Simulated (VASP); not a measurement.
Write the native input for VASP 6.6.1 that does the following.

```
Task                   : relaxation of cell and atoms
Functional             : PBEsol
Potentials or basis    : VASP PAW PBE potentials, release 64 (Rb_sv)
Cutoff                 : 600 eV
k mesh                 : 10 × 10 × 10
Occupations            : gaussian, width 0.1 eV
Spin                   : no spin polarisation
Dipole correction      : no
Further INCAR settings : ALGO = Normal; EDIFF = 1e-06; IBRION = 2; EDIFFG = -0.01; NSW = 80; ISIF = 3
```

The structure of Rb lies in POSCAR:

```
Rb
1.0
   -2.7824059495      2.7824059495      2.7824059495
    2.7824059495     -2.7824059495      2.7824059495
    2.7824059495      2.7824059495     -2.7824059495
Rb
1
Direct
    0.0000000000      0.0000000000      0.0000000000
```

The input as run:

INCAR

```
SYSTEM = Rb
ALGO = Normal ; EDIFF = 1E-6
EDIFFG = -0.01 ; ENCUT = 600
GGA = PS ; IBRION = 2
ISIF = 3 ; ISMEAR = 0
LASPH = .TRUE. ; LCHARG = .FALSE.
LREAL = .FALSE. ; LWAVE = .FALSE.
NELM = 80 ; NSW = 80
PREC = Accurate ; SIGMA = 0.1
```

KPOINTS

```
k-points
0
G
  10 10 10
  0 0 0
```

Potentials or basis: VASP PAW PBE potentials, release 64 (Rb_sv).

Run with:

```bash
$ cat potpaw_PBE.64/Rb_sv/POTCAR > POTCAR
$ mpirun -np 1 vasp_std > vasp.out
```

It gave:

* Pressure after relaxing: 0.0 GPa

Caveat: the relaxation stopped at its first step, so nothing moved; the PAW data sets were made with another functional, which shifts forces and pressure a little.

Run time: 25 s on 1 thread of Intel(R) Xeon(R) Platinum 8488C (Sapphire Rapids), with other jobs on the host, peak memory 0.24 GiB.
